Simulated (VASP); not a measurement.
# HfO2 (Fm-3m) in VASP: settings compared

HfO2 is run at these levels: revPBE+D3(BJ), revPBE+D4, BLYP+D3(BJ), BLYP+D4, PBE; tasks: single point.

Everything below comes from runs of VASP 6.6.1. Logs are shortened: lines on timing, memory, paths and dates and some standing lists are left out, and cuts for length are marked.

### 1 The cell of the first run

The structure is cubic, space group Fm-3m (No. 225). The conventional cell has a = 5.075 Å, b = 5.075 Å, c = 5.075 Å, α = 90.00°, β = 90.00°, γ = 90.00°. Hf (site symmetry m-3m) has 8 O at 2.20 Å within 2.9 Å. O (site symmetry -43m) has 4 Hf at 2.20 Å and 6 O at 2.54 Å within 2.9 Å.

### 2 Single point, revPBE+D3(BJ)

The input, INCAR:

```
SYSTEM = HfO2
PREC = Accurate
ENCUT = 520
EDIFF = 1E-6
ISMEAR = -1
SIGMA = 0.05
LREAL = .FALSE.
LASPH = .TRUE.
NELM = 60
ALGO = Normal
ISIF = 2
LWAVE = .FALSE.
LCHARG = .FALSE.
GGA = RE
IVDW = 12
NBANDS = 18
```

The input, KPOINTS:

```
Automatic mesh
0
G
  9 9 9
  0 0 0
```

The input, POSCAR:

```
HfO2
1.0
    0.0000000000      2.5375296147      2.5375296147
    2.5375296147      0.0000000000      2.5375296147
    2.5375296147      2.5375296147      0.0000000000
Hf O
1 2
Direct
    0.0000000000      0.0000000000      0.0000000000
    0.7500000000      0.7500000000      0.7500000000
    0.2500000000      0.2500000000      0.2500000000
```

Potentials or basis: VASP PAW PBE potentials, release 64 (Hf_pv, O).

The run is started by

```sh
cat potpaw_PBE.64/Hf_pv/POTCAR potpaw_PBE.64/O/POTCAR > POTCAR
mpirun -np 1 vasp_std > vasp.out
```

OUTCAR:

```text
SYSTEM = HfO2
   PREC = Accurate
   ENCUT = 520
   EDIFF = 1E-6
   ISMEAR = -1
   LREAL = .FALSE.
   LASPH = .TRUE.
   NELM = 60
   ISIF = 2
   GGA = RE
   IVDW = 12
 IVDW          = 12

 ion  position               nearest neighbor table
   1  0.000  0.000  0.000-   2 2.20   2 2.20   2 2.20   2 2.20   3 2.20   3 2.20   3 2.20   3 2.20

   2  0.750  0.750  0.750-   1 2.20   1 2.20   1 2.20   1 2.20
   3  0.250  0.250  0.250-   1 2.20   1 2.20   1 2.20   1 2.20

  LATTYP: Found a face centered cubic cell.
 ALAT       =     5.0750592294

  Lattice vectors:

 A1 = (   0.0000000000,   2.5375296147,   2.5375296147)
 A2 = (   2.5375296147,   0.0000000000,   2.5375296147)
 A3 = (   2.5375296147,   2.5375296147,   0.0000000000)

Analysis of symmetry for initial positions (statically):
=====================================================================
 Subroutine PRICEL returns:
 Original cell was already a primitive cell.

 Routine SETGRP: Setting up the symmetry group for a
 face centered cubic supercell.

 Subroutine GETGRP returns: Found 48 space group operations
 (whereof 48 operations were pure point group operations)
 out of a pool of 48 trial point group operations.

The static configuration has the point symmetry O_h .

Analysis of symmetry for dynamics (positions and initial velocities):
=====================================================================
 Subroutine PRICEL returns:
 Original cell was already a primitive cell.

 Routine SETGRP: Setting up the symmetry group for a
 face centered cubic supercell.

 Subroutine GETGRP returns: Found 48 space group operations
 (whereof 48 operations were pure point group operations)
 out of a pool of 48 trial point group operations.

The dynamic configuration has the point symmetry O_h .

 Subroutine INISYM returns: Found 48 space group operations
 (whereof 48 operations are pure point group operations),
 and found     1 'primitive' translations

----------------------------------------------------------------------------------------

                                     Primitive cell

  volume of cell :      32.6786

  direct lattice vectors                    reciprocal lattice vectors
     0.000000000  2.537529615  2.537529615    -0.197042035  0.197042035  0.197042035
     2.537529615  0.000000000  2.537529615     0.197042035 -0.197042035  0.197042035
     2.537529615  2.537529615  0.000000000     0.197042035  0.197042035 -0.197042035

  length of vectors
     3.588608796  3.588608796  3.588608796     0.341286816  0.341286816  0.341286816

  position of ions in fractional coordinates (direct lattice)
     0.000000000  0.000000000  0.000000000
     0.750000000  0.750000000  0.750000000
     0.250000000  0.250000000  0.250000000

  ion indices of the primitive-cell ions
   primitive index   ion index
                 1           1
                 2           2
                 3           3

----------------------------------------------------------------------------------------

 KPOINTS: Automatic mesh

Automatic generation of k-mesh.
 Grid dimensions read from file:
 generate k-points for:    9    9    9

 Generating k-lattice:

  Cartesian coordinates                     Fractional coordinates (reciprocal lattice)
    -0.021893559  0.021893559  0.021893559     0.111111111  0.000000000  0.000000000
     0.021893559 -0.021893559  0.021893559     0.000000000  0.111111111  0.000000000
     0.021893559  0.021893559 -0.021893559     0.000000000  0.000000000  0.111111111

  Length of vectors
     0.037920757  0.037920757  0.037920757

  Shift w.r.t. Gamma in fractional coordinates (k-lattice)
     0.000000000  0.000000000  0.000000000

 Subroutine IBZKPT returns following result:
 ===========================================

 Found     35 irreducible k-points:

 Following reciprocal coordinates:
            Coordinates               Weight
  0.000000  0.000000  0.000000      1.000000
  0.111111  0.000000  0.000000      8.000000
  0.222222  0.000000  0.000000      8.000000
  0.333333  0.000000  0.000000      8.000000
  0.444444  0.000000  0.000000      8.000000
  0.111111  0.111111  0.000000      6.000000
[... 16 lines left out ...]
 -0.333333  0.333333  0.000000     12.000000
  0.444444  0.444444  0.000000      6.000000
 [... further k-points ...]
   k-points           NKPTS =     35   k-points in BZ     NKDIM =     35   number of bands    NBANDS=     18
   number of dos      NEDOS =    301   number of ions     NIONS =      3
   total plane-waves  NPLWV =  21952
   dimension x,y,z NGX =    28 NGY =   28 NGZ =   28
   dimension x,y,z NGXF=    56 NGYF=   56 NGZF=   56
   ions per type =               1   2
   NGX,Y,Z   is equivalent  to a cutoff of  12.97, 12.97, 12.97 a.u.
   NGXF,Y,Z  is equivalent  to a cutoff of  25.94, 25.94, 25.94 a.u.
 SYSTEM =  HfO2
   PREC   = accura    normal or accurate (medium, high low for compatibility)
   ISTART =      0    job   : 0-new  1-cont  2-samecut
   ICHARG =      2    charge: 1-file 2-atom 10-const
   ISPIN  =      1    spin polarized calculation?
   LNONCOLLINEAR =      F non collinear calculations
   LSORBIT =      F    spin-orbit coupling
   LASPH  =      T    aspherical Exc in radial PAW
   ENCUT  =  520.0 eV  38.22 Ry    6.18 a.u.   6.67  6.67  6.67*2*pi/ulx,y,z
   NELM   =     60;   NELMIN=  2; NELMDL= -5     # of ELM steps
   EDIFF  = 0.1E-05   stopping-criterion for ELM
   LREAL  =      F    real-space projection
[... 7 lines left out ...]
   TEBEG  =    0.0;   TEEND  =   0.0 temperature during run
   PSTRESS=    0.0 pullay stress
   NELECT =      22.0000    total number of electrons
   NUPDOWN=      -1.0000    fix difference up-down
   EMIN   =  10.00;   EMAX   =-10.00  energy-range for DOS
   EFERMI =   0.00;   METHOD = LEGACY
   ISMEAR =    -1;   SIGMA  =   0.05  broadening in eV -4-tet -1-fermi 0-gaus
   EFERMI_NEDOS =   21; number of points for ismear=-14 and -15
   IALGO  =     38    algorithm
   IMIX   =      4    mixing-type and parameters
     AMIX     =   0.40;   BMIX     =  1.00
     AMIX_MAG =   1.60;   BMIX_MAG =  1.00
  volume/ion in A,a.u.               =      10.89        73.51
  Fermi-wavevector in a.u.,A,eV,Ry     =   1.434811  2.711399 28.010066  2.058682
  Thomas-Fermi vector in A             =   2.554178
   LORBIT       =      0    0 simple, 1 ext, 2 COOP (PROOUT), +10 PAW based schemes
   GGA     = RE    functional components
   LHFCALC =     F    Hartree Fock is set to
   AEXX    =    0.0000 exact exchange contribution
   IVDW    =    12    specifies the selected vdW correction
   LEPSILON=     F    determine dielectric tensor
   LRPA    =     F    only Hartree local field effects (RPA)
 non-spin polarized calculation
  energy-cutoff  :      520.00
  volume of cell :       32.68
 maximum number of plane-waves:       899
   NGX = 13   NGY = 13   NGZ = 13

 number of electron      21.9999991 magnetization

 Free energy of the ion-electron system (eV)
  ---------------------------------------------------
  ext. energy  EPLUGINS =         0.00000000
  ---------------------------------------------------
  free energy    TOTEN  =       -29.08825099 eV

  energy without entropy =      -29.08825099  energy(sigma->0) =      -29.08825099

 E-fermi :   5.4407     XC(G=0): -11.6782

 val. band max:        4.3075457843   @ k =  -0.4444   0.4444   0.0000
 cond. band min:       8.2875640975   @ k =   0.0000   0.0000   0.0000
 fundamental gap:      3.9800183132
 Fermi energy:         5.4406827364

 k-point     1 :       0.0000    0.0000    0.0000
  band No.  band energies     occupation
      1     -25.3853      2.00000
      2     -25.3853      2.00000
      3     -25.3853      2.00000
      4     -14.4098      2.00000
      5     -11.4220      2.00000
      6      -0.9548      2.00000
[... 10 lines left out ...]
     17      14.7528      0.00000
     18      17.8763      0.00000

 k-point     2 :       0.1111    0.0000    0.0000
  band No.  band energies     occupation
      1     -25.4381      2.00000
      2     -25.3911      2.00000
      3     -25.3911      2.00000
      4     -14.2462      2.00000
      5     -11.5561      2.00000
      6      -0.8355      2.00000
[... 10 lines left out ...]
     17      14.5405      0.00000
     18      17.8673      0.00000

 k-point     3 :       0.2222    0.0000    0.0000
  band No.  band energies     occupation
      1     -25.5675      2.00000
      2     -25.4055      2.00000
      3     -25.4055      2.00000
      4     -13.8365      2.00000
      5     -11.8519      2.00000
      6      -0.5261      2.00000
[... 10 lines left out ...]
     17      14.1151      0.00000
     18      17.3402      0.00000

 k-point     4 :       0.3333    0.0000    0.0000
  band No.  band energies     occupation
      1     -25.7079      2.00000
      2     -25.4219      2.00000
      3     -25.4219      2.00000
      4     -13.4099      2.00000
      5     -12.0859      2.00000
      6      -0.1696      2.00000
[... 375 lines left out ...]
      4     -12.6341      2.00000
      5     -12.3880      2.00000
      6      -1.4124      2.00000
[... 10 lines left out ...]
     17      16.7082      0.00000
     18      17.8414      0.00000

 k-point    23 :      -0.3333    0.3333    0.0000
  band No.  band energies     occupation
      1     -25.6856      2.00000
      2     -25.6571      2.00000
      3     -25.4670      2.00000
      4     -12.6669      2.00000
      5     -12.3894      2.00000
      6      -1.0058      2.00000
[... 10 lines left out ...]
     17      16.4629      0.00000
     18      17.7995      0.00000

 k-point    24 :       0.4444    0.4444    0.0000
  band No.  band energies     occupation
      1     -25.8208      2.00000
      2     -25.5017      2.00000
      3     -25.5017      2.00000
      4     -12.6550      2.00000
      5     -12.3634      2.00000
      6      -1.9163      2.00000
[... 10 lines left out ...]
     17      16.4901      0.00000
     18      17.8639      0.00000

 [... further k-points ...]

------------------------ aborting loop because EDIFF is reached ----------------------------------------

 Edisp (eV)   -1.34366

 E8    (eV) :    -0.9256

  FORCE on cell =-STRESS in cart. coord.  units (eV):
  Direction    XX          YY          ZZ          XY          YZ          ZX
  --------------------------------------------------------------------------------------
  -------------------------------------------------------------------------------------
  Total      -0.78756    -0.78756    -0.78756     0.00000     0.00000    -0.00000
  in kB     -38.61265   -38.61265   -38.61265     0.00000     0.00000    -0.00000
  external pressure =      -38.61 kB  Pullay stress =        0.00 kB

 VOLUME and BASIS-vectors are now :
 -----------------------------------------------------------------------------
  energy-cutoff  :      520.00
  volume of cell :       32.68
      direct lattice vectors                 reciprocal lattice vectors
     0.000000000  2.537529615  2.537529615    -0.197042035  0.197042035  0.197042035
     2.537529615  0.000000000  2.537529615     0.197042035 -0.197042035  0.197042035
     2.537529615  2.537529615  0.000000000     0.197042035  0.197042035 -0.197042035

 POSITION                                       TOTAL-FORCE (eV/Angst)
 -----------------------------------------------------------------------------------
      0.00000      0.00000      0.00000        -0.000000     -0.000000     -0.000000
      3.80629      3.80629      3.80629        -0.000000     -0.000000     -0.000000
      1.26876      1.26876      1.26876         0.000000      0.000000      0.000000
 -----------------------------------------------------------------------------------
    total drift:                                0.000000      0.000000      0.000000

  FREE ENERGIE OF THE ION-ELECTRON SYSTEM (eV)
  ---------------------------------------------------
  free  energy   TOTEN  =       -30.4319082772 eV

  energy  without entropy=      -30.4319082772  energy(sigma->0) =      -30.43190828
```

Wall time 9.6 s (1 thread of Intel Xeon 6975P-C (Granite Rapids), shared host); peak memory 0.17 GiB.

What came out:

* Free energy: -30.4319 eV
* Pressure: -3.9 GPa
* Band gap on the k mesh: 3.98 eV (least direct gap 4.10 eV)
* Dispersion energy per atom: -0.448 eV

Levels at points of the mesh, in eV from the valence-band top:
| k point | band 7 | band 8 | band 9 | band 10 | band 11 | band 12 | band 13 | band 14 | band 15 | band 16 |
| --- | --- | --- | --- | --- | --- | --- | --- | --- | --- | --- |
| (0.00, 0.00, 0.00) | -5.26 | -5.26 | -0.55 | -0.55 | -0.55 | 3.98 | 3.98 | 5.98 | 10.45 | 10.45 |

Caveat: the cell stands under tension; the PAW data sets were made with another functional, which shifts forces and pressure a little; spin-orbit coupling is left out, which moves the levels of the heavy elements; an odd mesh through Γ misses points on the zone boundary, where band edges can lie. A hybrid or GW would open this gap; revPBE tends to underestimate it.

[end of part 1 of 2]
